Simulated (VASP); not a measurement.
# V in VASP: notebook

V is run at these levels: PBE; tasks: single point.

Everything below comes from runs of VASP 6.6.1. Logs are shortened: lines on timing, memory, paths and dates and some standing lists are left out, and cuts for length are marked.

## (1) The cell of the first run

It takes space group Im-3m (No. 229, cubic). The conventional cell has a = 2.935 Å, b = 2.935 Å, c = 2.935 Å, α = 90.00°, β = 90.00°, γ = 90.00°. Within 3.4 Å of V (site symmetry m-3m) lie 14 V at 2.54 to 2.94 Å.

## (2) Single point, PBE (strain -0.030 along x and y, -0.030 along z)

Input file INCAR:

```
SYSTEM = V
  PREC = Accurate
  ENCUT = 520
  EDIFF = 1E-6
  ISMEAR = 0
  SIGMA = 0.15
  LREAL = .FALSE.
  LASPH = .TRUE.
  NELM = 60
  ALGO = Normal
  ISIF = 2
  LWAVE = .FALSE.
  LCHARG = .TRUE.
  GGA = PE
  LELF = .TRUE.
  LVHAR = .TRUE.
  NBANDS = 12
```

Input file KPOINTS:

```
Automatic mesh
0
G
  22 22 22
  0 0 0
```

Input file POSCAR:

```
V
1.0
   -1.4676100000      1.4676100000      1.4676100000
    1.4676100000     -1.4676100000      1.4676100000
    1.4676100000      1.4676100000     -1.4676100000
V
1
Direct
    0.0000000000      0.0000000000      0.0000000000
```

Potentials or basis: VASP PAW PBE potentials, release 64 (V_sv).

Launch:

```bash
> cat potpaw_PBE.64/V_sv/POTCAR > POTCAR
> mpirun -np 1 vasp_std > vasp.out
```

OUTCAR:

```text
SYSTEM = V
   PREC = Accurate
   ENCUT = 520
   EDIFF = 1E-6
   ISMEAR = 0
   LREAL = .FALSE.
   LASPH = .TRUE.
   NELM = 60
   ISIF = 2
   GGA = PE

 ion  position               nearest neighbor table
   1  0.000  0.000  0.000-

  LATTYP: Found a body centered cubic cell.
 ALAT       =     2.9352200000

  Lattice vectors:

 A1 = (  -1.4676100000,   1.4676100000,   1.4676100000)
 A2 = (   1.4676100000,  -1.4676100000,   1.4676100000)
 A3 = (   1.4676100000,   1.4676100000,  -1.4676100000)

Analysis of symmetry for initial positions (statically):
=====================================================================
 Subroutine PRICEL returns:
 Original cell was already a primitive cell.

 Routine SETGRP: Setting up the symmetry group for a
 body centered cubic supercell.

 Subroutine GETGRP returns: Found 48 space group operations
 (whereof 48 operations were pure point group operations)
 out of a pool of 48 trial point group operations.

The static configuration has the point symmetry O_h .

Analysis of symmetry for dynamics (positions and initial velocities):
=====================================================================
 Subroutine PRICEL returns:
 Original cell was already a primitive cell.

 Routine SETGRP: Setting up the symmetry group for a
 body centered cubic supercell.

 Subroutine GETGRP returns: Found 48 space group operations
 (whereof 48 operations were pure point group operations)
 out of a pool of 48 trial point group operations.

The dynamic configuration has the point symmetry O_h .

 Subroutine INISYM returns: Found 48 space group operations
 (whereof 48 operations are pure point group operations),
 and found     1 'primitive' translations

----------------------------------------------------------------------------------------

                                     Primitive cell

  volume of cell :      12.6442

  direct lattice vectors                    reciprocal lattice vectors
    -1.467610000  1.467610000  1.467610000     0.000000000  0.340689965  0.340689965
     1.467610000 -1.467610000  1.467610000     0.340689965  0.000000000  0.340689965
     1.467610000  1.467610000 -1.467610000     0.340689965  0.340689965  0.000000000

  length of vectors
     2.541975086  2.541975086  2.541975086     0.481808370  0.481808370  0.481808370

  position of ions in fractional coordinates (direct lattice)
     0.000000000  0.000000000  0.000000000

  ion indices of the primitive-cell ions
   primitive index   ion index
                 1           1

----------------------------------------------------------------------------------------

 KPOINTS: Automatic mesh

Automatic generation of k-mesh.
 Grid dimensions read from file:
 generate k-points for:   22   22   22

 Generating k-lattice:

  Cartesian coordinates                     Fractional coordinates (reciprocal lattice)
     0.000000000  0.015485908  0.015485908     0.045454545  0.000000000  0.000000000
     0.015485908  0.000000000  0.015485908     0.000000000  0.045454545  0.000000000
     0.015485908  0.015485908  0.000000000     0.000000000  0.000000000  0.045454545

  Length of vectors
     0.021900380  0.021900380  0.021900380

  Shift w.r.t. Gamma in fractional coordinates (k-lattice)
     0.000000000  0.000000000  0.000000000

 Subroutine IBZKPT returns following result:
 ===========================================

 Found    328 irreducible k-points:

 Following reciprocal coordinates:
            Coordinates               Weight
  0.000000  0.000000  0.000000      1.000000
  0.045455  0.000000  0.000000     12.000000
  0.090909  0.000000  0.000000     12.000000
  0.136364  0.000000  0.000000     12.000000
  0.181818  0.000000  0.000000     12.000000
  0.227273  0.000000  0.000000     12.000000
[... 16 lines left out ...]
  0.090909  0.090909  0.000000     24.000000
  0.136364  0.090909 -0.000000     48.000000
 [... further k-points ...]
   k-points           NKPTS =    328   k-points in BZ     NKDIM =    328   number of bands    NBANDS=     12
   number of dos      NEDOS =    301   number of ions     NIONS =      1
   total plane-waves  NPLWV =   8000
   dimension x,y,z NGX =    20 NGY =   20 NGZ =   20
   dimension x,y,z NGXF=    40 NGYF=   40 NGZF=   40
   ions per type =               1
   NGX,Y,Z   is equivalent  to a cutoff of  13.08, 13.08, 13.08 a.u.
   NGXF,Y,Z  is equivalent  to a cutoff of  26.16, 26.16, 26.16 a.u.
 SYSTEM =  V
   PREC   = accura    normal or accurate (medium, high low for compatibility)
   ISTART =      0    job   : 0-new  1-cont  2-samecut
   ICHARG =      2    charge: 1-file 2-atom 10-const
   ISPIN  =      1    spin polarized calculation?
   LNONCOLLINEAR =      F non collinear calculations
   LSORBIT =      F    spin-orbit coupling
   LASPH  =      T    aspherical Exc in radial PAW
   ENCUT  =  520.0 eV  38.22 Ry    6.18 a.u.   4.73  4.73  4.73*2*pi/ulx,y,z
   NELM   =     60;   NELMIN=  2; NELMDL= -5     # of ELM steps
   EDIFF  = 0.1E-05   stopping-criterion for ELM
   LREAL  =      F    real-space projection
   EDIFFG = 0.1E-04   stopping-criterion for IOM
   NSW    =      0    number of steps for IOM
   IBRION =     -1    ionic relax: 0-MD 1-quasi-New 2-CG
   NFREE  =      0    steps in history (QN), initial steepest desc. (CG)
   ISIF   =      2    stress and relaxation
   ISYM   =      2    0-nonsym 1-usesym 2-fastsym
   POTIM  = 0.5000    time-step for ionic-motion
   TEBEG  =    0.0;   TEEND  =   0.0 temperature during run
   PSTRESS=    0.0 pullay stress
   NELECT =      13.0000    total number of electrons
   NUPDOWN=      -1.0000    fix difference up-down
   EMIN   =  10.00;   EMAX   =-10.00  energy-range for DOS
   EFERMI =   0.00;   METHOD = LEGACY
   ISMEAR =     0;   SIGMA  =   0.15  broadening in eV -4-tet -1-fermi 0-gaus
   EFERMI_NEDOS =   21; number of points for ismear=-14 and -15
   IALGO  =     38    algorithm
   IMIX   =      4    mixing-type and parameters
     AMIX     =   0.40;   BMIX     =  1.00
     AMIX_MAG =   1.60;   BMIX_MAG =  1.00
  volume/ion in A,a.u.               =      12.64        85.33
  Fermi-wavevector in a.u.,A,eV,Ry     =   1.652312  3.122416 37.145724  2.730134
  Thomas-Fermi vector in A             =   2.740942
   LORBIT       =      0    0 simple, 1 ext, 2 COOP (PROOUT), +10 PAW based schemes
   GGA     = PE    functional components
   LHFCALC =     F    Hartree Fock is set to
   AEXX    =    0.0000 exact exchange contribution
   IVDW    =     0    specifies the selected vdW correction
   LEPSILON=     F    determine dielectric tensor
   LRPA    =     F    only Hartree local field effects (RPA)
 non-spin polarized calculation
 Gauss-broadening in eV      SIGMA  =   0.15
  energy-cutoff  :      520.00
  volume of cell :       12.64
 maximum number of plane-waves:       370
   NGX =  9   NGY =  9   NGZ =  9

 number of electron      13.0000010 magnetization

 Free energy of the ion-electron system (eV)
  ---------------------------------------------------
  ext. energy  EPLUGINS =         0.00000000
  ---------------------------------------------------
  free energy    TOTEN  =        -8.96856128 eV

  energy without entropy =       -8.94937398  energy(sigma->0) =       -8.95896763

 E-fermi :  10.5285     XC(G=0): -13.2508

 val. band max:       10.5283389859   @ k =   0.3182   0.1364   0.0000
 cond. band min:      10.5329216942   @ k =   0.3636   0.1364   0.1364
 fundamental gap:      0.0045827082
 Fermi energy:        10.5284815495

 k-point     1 :       0.0000    0.0000    0.0000
  band No.  band energies     occupation
      1     -53.1292      2.00000
      2     -26.3166      2.00000
      3     -26.3166      2.00000
      4     -26.3166      2.00000
      5       3.8036      2.00000
      6      10.9426      0.00009
      7      10.9426      0.00009
      8      10.9426      0.00009
      9      13.1175      0.00000
     10      13.1175      0.00000
     11      31.5024      0.00000
     12      31.5024      0.00000

 k-point     2 :       0.0455    0.0000    0.0000
  band No.  band energies     occupation
      1     -53.1241      2.00000
      2     -26.3401      2.00000
      3     -26.3237      2.00000
      4     -26.3169      2.00000
      5       3.8926      2.00000
      6      10.9030      0.00041
      7      10.9348      0.00013
      8      11.0076      0.00001
      9      13.0699      0.00000
     10      13.1198      0.00000
     11      31.3788      0.00000
     12      31.5019      0.00000

 k-point     3 :       0.0909    0.0000    0.0000
  band No.  band energies     occupation
      1     -53.1094      2.00000
      2     -26.4079      2.00000
      3     -26.3441      2.00000
      4     -26.3175      2.00000
      5       4.1543      2.00000
      6      10.7892      0.01398
      7      10.9028      0.00042
      8      11.2000      0.00000
      9      12.9497      0.00000
     10      13.1280      0.00000
     11      30.9960      0.00000
     12      31.4497      0.00000
[... 286 lines left out ...]
 k-point    23 :       0.0909    0.0909    0.0000
  band No.  band energies     occupation
      1     -53.0728      2.00000
      2     -26.5730      2.00000
      3     -26.3750      2.00000
      4     -26.3392      2.00000
      5       4.8145      2.00000
      6      10.5857      0.58958
      7      10.6692      0.18453
      8      11.7372      0.00000
      9      12.7077      0.00000
     10      13.2015      0.00000
     11      30.0683      0.00000
     12      30.9846      0.00000

 k-point    24 :       0.1364    0.0909   -0.0000
  band No.  band energies     occupation
      1     -53.0440      2.00000
      2     -26.6963      2.00000
      3     -26.4137      2.00000
      4     -26.3463      2.00000
      5       5.3439      2.00000
      6      10.3884      1.81355
      7      10.5069      1.16130
      8      12.1740      0.00000
      9      12.6125      0.00000
     10      13.2655      0.00000
     11      29.2643      0.00000
     12      30.3327      0.00000

 [... further k-points ...]
[... 5 lines left out ...]
  --------------------------------------------------------------------------------------
  -------------------------------------------------------------------------------------
  Total        1.0363377      1.0363377      1.0363377     -0.0000000      0.0000000      0.0000000
  in kB      131.3166771    131.3166771    131.3166771     -0.0000000      0.0000000      0.0000000
  external PRESSURE =     131.3166771 kB  Pullay stress =       0.0000000 kB

 VOLUME and BASIS-vectors are now :
 -----------------------------------------------------------------------------
  energy-cutoff  :      520.00
  volume of cell :       12.64
      direct lattice vectors                 reciprocal lattice vectors
    -1.467610000  1.467610000  1.467610000     0.000000000  0.340689965  0.340689965
     1.467610000 -1.467610000  1.467610000     0.340689965  0.000000000  0.340689965
     1.467610000  1.467610000 -1.467610000     0.340689965  0.340689965  0.000000000

 POSITION                                       TOTAL-FORCE (eV/Angst)
 -----------------------------------------------------------------------------------
      0.00000      0.00000      0.00000        -0.000000     -0.000000     -0.000000
 -----------------------------------------------------------------------------------
    total drift:                                0.000000     -0.000000      0.000000

  FREE ENERGIE OF THE ION-ELECTRON SYSTEM (eV)
  ---------------------------------------------------
  free  energy   TOTEN  =        -8.9685612847 eV

  energy  without entropy=       -8.9493739796  energy(sigma->0) =       -8.95896763
```

It took 22 s on 1 thread of Intel Xeon Platinum 8488C (Sapphire Rapids), shared host; peak memory 0.16 GiB.

What came out:

```yaml
Free_energy: -8.9686 eV
Pressure: 13.1 GPa
Band_gap_on_the_k_mesh: zero (an odd number of electrons rules out a gap without spin polarisation)
```

Caveat: the cell differs from its parent crystal (strain -0.030 along x and y, -0.030 along z); the cell stands under pressure.

## (3) Single point, PBE (strain +0.030 along x and y, +0.030 along z)

Input file INCAR:

```
PREC = Accurate
ENCUT = 520
EDIFF = 1E-7
ISMEAR = 0
SIGMA = 0.15
LREAL = F
LASPH = T
NELM = 100
ALGO = Fast
ISIF = 2
LWAVE = F
LCHARG = T
GGA = PE
LELF = T
LVHAR = T
NBANDS = 12
```

Input file KPOINTS:

```
Automatic mesh
0
Gamma
  22 22 22
```

Input file POSCAR:

```
V
1.0
   -1.5583900000      1.5583900000      1.5583900000
    1.5583900000     -1.5583900000      1.5583900000
    1.5583900000      1.5583900000     -1.5583900000
V
1
Direct
    0.0000000000      0.0000000000      0.0000000000
```

Potentials or basis: VASP PAW PBE potentials, release 64 (V_sv).

Launch:

```bash
> cat potpaw_PBE.64/V_sv/POTCAR > POTCAR
> mpirun -np 1 vasp_std > vasp.out
```

Wall time 30 s (1 thread of Intel Xeon Platinum 8488C (Sapphire Rapids), shared host); peak memory 0.17 GiB.

It converged, with:

```yaml
Free_energy: -8.9064 eV
Pressure: -16.8 GPa
Band_gap_on_the_k_mesh: zero (an odd number of electrons rules out a gap without spin polarisation)
```

Levels at points of the mesh, in eV from the Fermi level:
| k point | band 5 | band 6 | band 7 | band 8 | band 9 | band 10 |
| --- | --- | --- | --- | --- | --- | --- |
| (0.00, 0.00, 0.00) | -6.31 | 0.37 | 0.37 | 0.37 | 2.11 | 2.11 |
| (0.50, 0.00, 0.00) | -2.80 | -0.93 | 1.28 | 2.08 | 2.39 | 3.51 |
| (0.50, 0.50, 0.50) | -2.51 | -2.51 | 3.18 | 3.18 | 3.18 | 9.17 |

Caveat: the cell differs from its parent crystal (strain +0.030 along x and y, +0.030 along z); the cell stands under tension.

## (4) Single point, PBE (strain -0.030 along x and y, +0.030 along z)

Input file INCAR:

```
ALGO = Fast ; EDIFF = 1E-7
ENCUT = 520 ; GGA = PE
ISIF = 2 ; ISMEAR = 0
LASPH = T ; LCHARG = T
LELF = T ; LREAL = F
LVHAR = T ; LWAVE = F
NBANDS = 12 ; NELM = 80
PREC = Accurate ; SIGMA = 0.15
```

Input file KPOINTS:

```
k-points
0
Gamma
  22 22 22
```

Input file POSCAR:

```
V
1.0
   -1.4676100000      1.4676100000      1.5583900000
    1.4676100000     -1.4676100000      1.5583900000
    1.4676100000      1.4676100000     -1.5583900000
V
1
Direct
    0.0000000000      0.0000000000      0.0000000000
```

Potentials or basis: VASP PAW PBE potentials, release 64 (V_sv).

Launch:

```bash
> cat potpaw_PBE.64/V_sv/POTCAR > POTCAR
> mpirun -np 1 vasp_std > vasp.out
```

OUTCAR:

```text
EDIFF = 1E-7
   ENCUT = 520
   GGA = PE
   ISIF = 2
   ISMEAR = 0
   LASPH = T
   LREAL = F
   NELM = 80
   PREC = Accurate

 ion  position               nearest neighbor table
   1  0.000  0.000  0.000-

  LATTYP: Found a body centered tetragonal cell.
 ALAT       =     2.9352200000
 C/A-ratio  =     1.0618556701

  Lattice vectors:

 A1 = (  -1.4676100000,   1.4676100000,   1.5583900000)
 A2 = (   1.4676100000,  -1.4676100000,   1.5583900000)
 A3 = (   1.4676100000,   1.4676100000,  -1.5583900000)

Analysis of symmetry for initial positions (statically):
[... 532 lines left out ...]
      7      10.6623      0.00000
      8      11.8936      0.00000
      9      12.6338      0.00000
     10      13.7369      0.00000
     11      20.4397      0.00000
     12      26.0839      0.00000

 [... further k-points ...]
[... 5 lines left out ...]
  --------------------------------------------------------------------------------------
  -------------------------------------------------------------------------------------
  Total        0.2961637      0.2961637     -0.3349759      0.0000000     -0.0000000      0.0000000
  in kB       35.3414955     35.3414955    -39.9729916      0.0000000     -0.0000000      0.0000000
  external PRESSURE =      10.2366665 kB  Pullay stress =       0.0000000 kB

 VOLUME and BASIS-vectors are now :
 -----------------------------------------------------------------------------
  energy-cutoff  :      520.00
  volume of cell :       13.43
      direct lattice vectors                 reciprocal lattice vectors
    -1.467610000  1.467610000  1.558390000     0.000000000  0.340689965  0.320843948
     1.467610000 -1.467610000  1.558390000     0.340689965  0.000000000  0.320843948
     1.467610000  1.467610000 -1.558390000     0.340689965  0.340689965  0.000000000

 POSITION                                       TOTAL-FORCE (eV/Angst)
 -----------------------------------------------------------------------------------
      0.00000      0.00000      0.00000         0.000000     -0.000000     -0.000000
 -----------------------------------------------------------------------------------
    total drift:                                0.000000     -0.000000      0.000000

  FREE ENERGIE OF THE ION-ELECTRON SYSTEM (eV)
  ---------------------------------------------------
  free  energy   TOTEN  =        -8.9887742159 eV

  energy  without entropy=       -8.9686506780  energy(sigma->0) =       -8.97871245
```

OSZICAR:

```text
N       E                     dE             d eps       ncg     rms          rms(c)
DAV:   1     0.906336175234E+02    0.90634E+02   -0.70469E+03 20032   0.118E+03
DAV:   2    -0.908459811253E+01   -0.99718E+02   -0.96801E+02 20352   0.330E+02
DAV:   3    -0.103645356548E+02   -0.12799E+01   -0.12765E+01 22304   0.438E+01
DAV:   4    -0.103709899603E+02   -0.64543E-02   -0.64542E-02 21560   0.331E+00
DAV:   5    -0.103710678886E+02   -0.77928E-04   -0.77929E-04 22140   0.342E-01    0.184E+01
RMM:   6    -0.900911655528E+01    0.13620E+01   -0.30883E+00 20702   0.208E+01    0.171E+00
RMM:   7    -0.899653007036E+01    0.12586E-01   -0.71232E-02 21564   0.292E+00    0.953E-01
RMM:   8    -0.898872120053E+01    0.78089E-02   -0.70383E-03 22344   0.121E+00    0.587E-02
RMM:   9    -0.898877159874E+01   -0.50398E-04   -0.78941E-04 22542   0.367E-01    0.375E-02
RMM:  10    -0.898877989451E+01   -0.82958E-05   -0.16180E-04 22191   0.203E-01    0.399E-02
RMM:  11    -0.898877271898E+01    0.71755E-05   -0.59208E-05 22391   0.106E-01    0.315E-03
RMM:  12    -0.898877389903E+01   -0.11800E-05   -0.81906E-06 22630   0.441E-02    0.342E-03
RMM:  13    -0.898877401125E+01   -0.11221E-06   -0.84509E-07 18222   0.136E-02    0.330E-03
RMM:  14    -0.898877421265E+01   -0.20141E-06   -0.32070E-07 17915   0.908E-03    0.611E-04
RMM:  15    -0.898877421592E+01   -0.32696E-08   -0.53861E-08 11598   0.360E-03
   1 F= -.89887742E+01 E0= -.89787124E+01  d E =-.201235E-01
```

stdout:

```text
POSCAR found type information on POSCAR V
 POSCAR found :  1 types and       1 ions
 scaLAPACK will be used
 LDA part: xc-table for (Slater+PW92), standard interpolation
 POSCAR, INCAR and KPOINTS ok, starting setup
 FFT: planning ... GRIDC
 FFT: planning ... GRID_SOFT
 FFT: planning ... GRID
 WAVECAR not read
 entering main loop
```

It took 74 s on 1 thread of Intel Xeon Platinum 8488C (Sapphire Rapids), shared host; peak memory 0.24 GiB.

Results:

* Free energy: -8.9888 eV
* Pressure: 1.0 GPa
* Band gap on the k mesh: zero (an odd number of electrons rules out a gap without spin polarisation)

Caveat: the cell differs from its parent crystal (strain -0.030 along x and y, +0.030 along z); the stress differs along the axes, from -4 to 4 GPa.

## (5) Summary

| cell | gap on the mesh (eV) | pressure (GPa) |
| --- | --- | --- |
| a = 2.542 Å, angles 109.5°, 1 atom | none | 13.1 |
| a = 2.699 Å, angles 109.5°, 1 atom | none | -16.8 |
| a = 2.595 Å, angles 111.1, 111.1, 106.2°, 1 atom | none | 1.0 |

Alike in all rows: task single point; level PBE; potentials or basis VASP PAW PBE potentials, release 64 (V_sv); no spin polarisation; k mesh 22 × 22 × 22; cutoff (eV) 520; smearing gaussian 0.15 eV.

Caveats: the cell stands under pressure (at least some runs); the cell stands under tension (at least some runs); the stress differs along the axes, from -4 to 4 GPa (at least some runs).

Absolute energies hang on the potentials; compare differences alone.
